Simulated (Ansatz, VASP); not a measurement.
## Two plane-wave programs on Al

```
CELL_PARAMETERS angstrom
0.00000 1.99161 1.99161
1.99161 0.00000 1.99161
1.99161 1.99161 0.00000
ATOMIC_POSITIONS crystal
Al 0.00000 0.00000 0.00000
```

Alike in both runs: task single point; functional LDA; k mesh 14 × 14 × 14; occupations gaussian, width 0.2 eV; no spin polarisation.

```csv
,VASP,Ansatz
version,VASP 6.6.1,Ansatz 0.2.0
potentials or method,"VASP PAW LDA potentials, release 64 (Al), cutoff 520 eV","plane waves (420 eV) with PAW, scalar-relativistic"
valence electrons in the cell,3,3
```

```csv
,VASP,Ansatz,Ansatz less VASP
pressure (GPa),-0.1,-0.2,-0.07
```

Ansatz warns that its potentials were made for another functional, while VASP's fit it. LDA's correlation is that of Perdew and Zunger in VASP and of Perdew and Wang (1992) in Ansatz.
